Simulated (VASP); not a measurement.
# SrO in VASP: settings compared

SrO is run at these levels: PBEsol, LDA, PBE; tasks: single point.

Program: VASP 6.6.1. These are calculated values, not measurements. Logs are shortened: lines on timing, memory, paths and dates and some standing lists are left out, and cuts for length are marked.

## Step 1: The cell of the first run

Symmetry: P4/nmm, No. 129, tetragonal system. Conventional cell: a = 4.486 Å, b = 4.486 Å, c = 3.597 Å, α = 90.00°, β = 90.00°, γ = 90.00°. Within 3.2 Å of Sr (site symmetry 4mm) lie 4 O at 2.44 Å. O (site symmetry -4m2) has 4 Sr at 2.44 Å and 4 O at 3.17 Å within 3.2 Å.

## Step 2: Single point, PBEsol

Input file INCAR:

```
ALGO = Normal
EDIFF = 1E-7
ENCUT = 520
GGA = PS
ISIF = 2
ISMEAR = 0
LASPH = True
LCHARG = False
LREAL = False
LWAVE = False
NBANDS = 24
NELM = 60
PREC = Accurate
SIGMA = 0.05
```

Input file KPOINTS:

```
k-points
0
Gamma
  8 8 10
```

Input file POSCAR:

```
SrO
1.0
    4.4863742577      0.0000000000      0.0000000000
    0.0000000000      4.4863742577      0.0000000000
    0.0000000000      0.0000000000      3.5966252849
Sr O
2 2
Direct
    0.5000000000      0.0000000000      0.2703680608
    0.0000000000      0.5000000000      0.7296319392
    0.0000000000      0.0000000000      0.0000000000
    0.5000000000      0.5000000000      0.0000000000
```

Potentials or basis: VASP PAW PBE potentials, release 64 (Sr_sv, O).

Launch:

```
$ cat potpaw_PBE.64/Sr_sv/POTCAR potpaw_PBE.64/O/POTCAR > POTCAR
$ mpirun -np 1 vasp_std > vasp.out
```

OUTCAR:

```text
EDIFF = 1E-7
   ENCUT = 520
   GGA = PS
   ISIF = 2
   ISMEAR = 0
   LASPH = True
   LREAL = False
   NELM = 60
   PREC = Accurate

 ion  position               nearest neighbor table
   1  0.500  0.000  0.270-   3 2.44   4 2.44   4 2.44   3 2.44   4 3.45   3 3.45   3 3.45   4 3.45
                             2 3.58   2 3.58   2 3.58   2 3.58   2 3.72   2 3.72   2 3.72   2 3.72
   2  0.000  0.500  0.730-   3 2.44   4 2.44   3 2.44   4 2.44   3 3.45   3 3.45   4 3.45   4 3.45
                             1 3.58   1 3.58   1 3.58   1 3.58   1 3.72   1 3.72   1 3.72   1 3.72
   3  0.000  0.000  0.000-   1 2.44   2 2.44   2 2.44   1 2.44   2 3.45   2 3.45   1 3.45   1 3.45

   4  0.500  0.500  0.000-   1 2.44   2 2.44   1 2.44   2 2.44   2 3.45   1 3.45   2 3.45   1 3.45

  LATTYP: Found a simple tetragonal cell.
 ALAT       =     4.4863742577
 C/A-ratio  =     0.8016774969

  Lattice vectors:

 A1 = (   4.4863742577,   0.0000000000,   0.0000000000)
 A2 = (   0.0000000000,   4.4863742577,   0.0000000000)
 A3 = (   0.0000000000,   0.0000000000,   3.5966252849)

Analysis of symmetry for initial positions (statically):
=====================================================================
 Subroutine PRICEL returns:
 Original cell was already a primitive cell.

 Routine SETGRP: Setting up the symmetry group for a
 simple tetragonal supercell.

 Subroutine GETGRP returns: Found 16 space group operations
 (whereof  8 operations were pure point group operations)
 out of a pool of 16 trial point group operations.

The static configuration has the point symmetry D_2d.
 The point group associated with its full space group is D_4h.

Analysis of symmetry for dynamics (positions and initial velocities):
=====================================================================
 Subroutine PRICEL returns:
 Original cell was already a primitive cell.

 Routine SETGRP: Setting up the symmetry group for a
 simple tetragonal supercell.

 Subroutine GETGRP returns: Found 16 space group operations
 (whereof  8 operations were pure point group operations)
 out of a pool of 16 trial point group operations.

The dynamic configuration has the point symmetry D_2d.
 The point group associated with its full space group is D_4h.

 Subroutine INISYM returns: Found 16 space group operations
 (whereof  8 operations are pure point group operations),
 and found     1 'primitive' translations

----------------------------------------------------------------------------------------

                                     Primitive cell

  volume of cell :      72.3913

  direct lattice vectors                    reciprocal lattice vectors
     4.486374258  0.000000000  0.000000000     0.222897142  0.000000000  0.000000000
     0.000000000  4.486374258  0.000000000     0.000000000  0.222897142  0.000000000
     0.000000000  0.000000000  3.596625285     0.000000000  0.000000000  0.278038417

  length of vectors
     4.486374258  4.486374258  3.596625285     0.222897142  0.222897142  0.278038417

  position of ions in fractional coordinates (direct lattice)
     0.500000000  0.000000000  0.270368061
     0.000000000  0.500000000  0.729631939
     0.000000000  0.000000000  0.000000000
     0.500000000  0.500000000  0.000000000

  ion indices of the primitive-cell ions
   primitive index   ion index
                 1           1
                 2           2
                 3           3
                 4           4

----------------------------------------------------------------------------------------

 KPOINTS: k-points

Automatic generation of k-mesh.
 Grid dimensions read from file:
 generate k-points for:    8    8   10

 Generating k-lattice:

  Cartesian coordinates                     Fractional coordinates (reciprocal lattice)
     0.027862143  0.000000000  0.000000000     0.125000000  0.000000000  0.000000000
     0.000000000  0.027862143  0.000000000     0.000000000  0.125000000  0.000000000
     0.000000000  0.000000000  0.027803842     0.000000000  0.000000000  0.100000000

  Length of vectors
     0.027862143  0.027862143  0.027803842

  Shift w.r.t. Gamma in fractional coordinates (k-lattice)
     0.000000000  0.000000000  0.000000000

 Subroutine IBZKPT returns following result:
 ===========================================

 Found     90 irreducible k-points:

 Following reciprocal coordinates:
            Coordinates               Weight
  0.000000  0.000000  0.000000      1.000000
  0.125000  0.000000  0.000000      4.000000
  0.250000  0.000000  0.000000      4.000000
  0.375000  0.000000  0.000000      4.000000
  0.500000  0.000000  0.000000      2.000000
  0.125000  0.125000  0.000000      4.000000
[... 16 lines left out ...]
  0.375000  0.125000  0.100000     16.000000
  0.500000  0.125000  0.100000      8.000000
 [... further k-points ...]
   k-points           NKPTS =     90   k-points in BZ     NKDIM =     90   number of bands    NBANDS=     24
   number of dos      NEDOS =    301   number of ions     NIONS =      4
   total plane-waves  NPLWV =  36288
   dimension x,y,z NGX =    36 NGY =   36 NGZ =   28
   dimension x,y,z NGXF=    72 NGYF=   72 NGZF=   56
   ions per type =               2   2
   NGX,Y,Z   is equivalent  to a cutoff of  13.34, 13.34, 12.94 a.u.
   NGXF,Y,Z  is equivalent  to a cutoff of  26.68, 26.68, 25.88 a.u.
 SYSTEM =  unknown system
   PREC   = accura    normal or accurate (medium, high low for compatibility)
   ISTART =      0    job   : 0-new  1-cont  2-samecut
   ICHARG =      2    charge: 1-file 2-atom 10-const
   ISPIN  =      1    spin polarized calculation?
   LNONCOLLINEAR =      F non collinear calculations
   LSORBIT =      F    spin-orbit coupling
   LASPH  =      T    aspherical Exc in radial PAW
   ENCUT  =  520.0 eV  38.22 Ry    6.18 a.u.   8.34  8.34  6.69*2*pi/ulx,y,z
   NELM   =     60;   NELMIN=  2; NELMDL= -5     # of ELM steps
   EDIFF  = 0.1E-06   stopping-criterion for ELM
   LREAL  =      F    real-space projection
   EDIFFG = 0.1E-05   stopping-criterion for IOM
   NSW    =      0    number of steps for IOM
   IBRION =     -1    ionic relax: 0-MD 1-quasi-New 2-CG
   NFREE  =      0    steps in history (QN), initial steepest desc. (CG)
   ISIF   =      2    stress and relaxation
   ISYM   =      2    0-nonsym 1-usesym 2-fastsym
   POTIM  = 0.5000    time-step for ionic-motion
   TEBEG  =    0.0;   TEEND  =   0.0 temperature during run
   PSTRESS=    0.0 pullay stress
   NELECT =      32.0000    total number of electrons
   NUPDOWN=      -1.0000    fix difference up-down
   EMIN   =  10.00;   EMAX   =-10.00  energy-range for DOS
   EFERMI =   0.00;   METHOD = LEGACY
   ISMEAR =     0;   SIGMA  =   0.05  broadening in eV -4-tet -1-fermi 0-gaus
   EFERMI_NEDOS =   21; number of points for ismear=-14 and -15
   IALGO  =     38    algorithm
   IMIX   =      4    mixing-type and parameters
     AMIX     =   0.40;   BMIX     =  1.00
     AMIX_MAG =   1.60;   BMIX_MAG =  1.00
  volume/ion in A,a.u.               =      18.10       122.13
  Fermi-wavevector in a.u.,A,eV,Ry     =   1.247085  2.356649 21.160070  1.555221
  Thomas-Fermi vector in A             =   2.381233
   LORBIT       =      0    0 simple, 1 ext, 2 COOP (PROOUT), +10 PAW based schemes
   GGA     = PS    functional components
   LHFCALC =     F    Hartree Fock is set to
   AEXX    =    0.0000 exact exchange contribution
   IVDW    =     0    specifies the selected vdW correction
   LEPSILON=     F    determine dielectric tensor
   LRPA    =     F    only Hartree local field effects (RPA)
 non-spin polarized calculation
 Gauss-broadening in eV      SIGMA  =   0.05
  energy-cutoff  :      520.00
  volume of cell :       72.39
 maximum number of plane-waves:      1972
 NGX is ok and might be reduce to    36
   NGX = 17   NGY = 17   NGZ = 13

 number of electron      32.0000004 magnetization

 Free energy of the ion-electron system (eV)
  ---------------------------------------------------
  ext. energy  EPLUGINS =         0.00000000
  ---------------------------------------------------
  free energy    TOTEN  =       -24.15654435 eV

  energy without entropy =      -24.15654435  energy(sigma->0) =      -24.15654435

 E-fermi :   1.8957     XC(G=0):  -9.9441

 val. band max:        1.5762842288   @ k =   0.2500   0.2500   0.0000
 cond. band min:       3.9771335043   @ k =   0.0000   0.0000   0.0000
 fundamental gap:      2.4008492755
 Fermi energy:         1.8956906469

 k-point     1 :       0.0000    0.0000    0.0000
  band No.  band energies     occupation
      1     -31.2965      2.00000
      2     -31.1192      2.00000
      3     -14.4248      2.00000
      4     -13.6689      2.00000
      5     -13.6689      2.00000
      6     -13.5263      2.00000
[... 16 lines left out ...]
     23       8.7384      0.00000
     24      11.4336      0.00000

 k-point     2 :       0.1250    0.0000    0.0000
  band No.  band energies     occupation
      1     -31.2889      2.00000
      2     -31.1251      2.00000
      3     -14.4854      2.00000
      4     -14.1079      2.00000
      5     -13.6439      2.00000
      6     -13.1397      2.00000
[... 16 lines left out ...]
     23       8.9487      0.00000
     24      11.4086      0.00000

 k-point     3 :       0.2500    0.0000    0.0000
  band No.  band energies     occupation
      1     -31.2677      2.00000
      2     -31.1422      2.00000
      3     -14.6347      2.00000
      4     -14.4991      2.00000
      5     -13.5722      2.00000
      6     -13.2658      2.00000
[... 16 lines left out ...]
     23       9.4749      0.00000
     24      11.1965      0.00000

 k-point     4 :       0.3750    0.0000    0.0000
  band No.  band energies     occupation
      1     -31.2369      2.00000
      2     -31.1690      2.00000
      3     -14.7814      2.00000
      4     -14.7458      2.00000
      5     -13.4643      2.00000
      6     -13.2848      2.00000
[... 16 lines left out ...]
     23      10.2868      0.00000
     24      11.1926      0.00000

 k-point     5 :       0.5000    0.0000    0.0000
  band No.  band energies     occupation
      1     -31.2021      2.00000
      2     -31.2021      2.00000
      3     -14.8351      2.00000
      4     -14.8351      2.00000
      5     -13.3359      2.00000
      6     -13.3359      2.00000
[... 16 lines left out ...]
     23      11.2221      0.00000
     24      11.2260      0.00000

 k-point     6 :       0.1250    0.1250    0.0000
  band No.  band energies     occupation
      1     -31.2818      2.00000
      2     -31.1304      2.00000
      3     -14.5562      2.00000
      4     -14.3275      2.00000
      5     -13.5675      2.00000
      6     -13.2400      2.00000
[... 16 lines left out ...]
     23       9.0918      0.00000
     24      11.3008      0.00000
[... 379 lines left out ...]
 k-point    21 :       0.1250    0.1250    0.1000
  band No.  band energies     occupation
      1     -31.2739      2.00000
      2     -31.1296      2.00000
      3     -14.5983      2.00000
      4     -14.3018      2.00000
      5     -13.5458      2.00000
      6     -13.2816      2.00000
[... 16 lines left out ...]
     23       8.9812      0.00000
     24      11.0939      0.00000

 k-point    22 :       0.2500    0.1250    0.1000
  band No.  band energies     occupation
      1     -31.2549      2.00000
      2     -31.1444      2.00000
      3     -14.7500      2.00000
      4     -14.6189      2.00000
      5     -13.4755      2.00000
      6     -13.3288      2.00000
[... 16 lines left out ...]
     23       9.4426      0.00000
     24      10.9752      0.00000

 k-point    23 :       0.3750    0.1250    0.1000
  band No.  band energies     occupation
      1     -31.2274      2.00000
      2     -31.1676      2.00000
      3     -14.8919      2.00000
      4     -14.8431      2.00000
      5     -13.4096      2.00000
      6     -13.2899      2.00000
[... 16 lines left out ...]
     23      10.1531      0.00000
     24      10.9899      0.00000

 k-point    24 :       0.5000    0.1250    0.1000
  band No.  band energies     occupation
      1     -31.1966      2.00000
      2     -31.1966      2.00000
      3     -14.9350      2.00000
      4     -14.9350      2.00000
      5     -13.3266      2.00000
      6     -13.3266      2.00000
[... 16 lines left out ...]
     23      10.8224      0.00000
     24      10.8224      0.00000

 [... further k-points ...]

------------------------ aborting loop because EDIFF is reached ----------------------------------------

  FORCE on cell =-STRESS in cart. coord.  units (eV):
  Direction    XX          YY          ZZ          XY          YZ          ZX
  --------------------------------------------------------------------------------------
  -------------------------------------------------------------------------------------
  Total       -1.3507819     -1.3507819     -1.0177497      0.0000000      0.0000000      0.0000000
  in kB      -29.8957625    -29.8957625    -22.5250301      0.0000000      0.0000000      0.0000000
  external PRESSURE =     -27.4388517 kB  Pullay stress =       0.0000000 kB

 VOLUME and BASIS-vectors are now :
 -----------------------------------------------------------------------------
  energy-cutoff  :      520.00
  volume of cell :       72.39
      direct lattice vectors                 reciprocal lattice vectors
     4.486374258  0.000000000  0.000000000     0.222897142  0.000000000  0.000000000
     0.000000000  4.486374258  0.000000000     0.000000000  0.222897142  0.000000000
     0.000000000  0.000000000  3.596625285     0.000000000  0.000000000  0.278038417

 POSITION                                       TOTAL-FORCE (eV/Angst)
 -----------------------------------------------------------------------------------
      2.24319      0.00000      0.97241        -0.000000      0.000000     -0.071623
      0.00000      2.24319      2.62421        -0.000000      0.000000      0.071623
      0.00000      0.00000      0.00000        -0.000000      0.000000      0.000000
      2.24319      2.24319      0.00000         0.000000     -0.000000      0.000000
 -----------------------------------------------------------------------------------
    total drift:                                0.000000      0.000000      0.000000

  FREE ENERGIE OF THE ION-ELECTRON SYSTEM (eV)
  ---------------------------------------------------
  free  energy   TOTEN  =       -24.1565443501 eV

  energy  without entropy=      -24.1565443501  energy(sigma->0) =      -24.15654435
```

Run time: 2.5 min. Hardware: 1 thread of Intel Xeon 6975P-C (Granite Rapids), shared host; peak memory 0.27 GiB.

What came out:

| Property | Result |
| --- | --- |
| Free energy | -24.1565 eV |
| Pressure | -2.7 GPa |
| Largest force | 0.072 eV/Å |
| Band gap on the k mesh | 2.40 eV (least direct gap 2.48 eV) |

Forces on the atoms (eV/Å):
```
Sr   0.000  0.000 -0.072
Sr   0.000  0.000  0.072
O    0.000  0.000  0.000
O    0.000  0.000  0.000
```

Stress tensor (GPa, compression positive):
```
-2.99  0.00  0.00
 0.00 -2.99  0.00
 0.00  0.00 -2.25
```

Caveat: the PAW data sets were made with another functional, which shifts forces and pressure a little. A k mesh can miss the band edges.

[end of part 1 of 2]
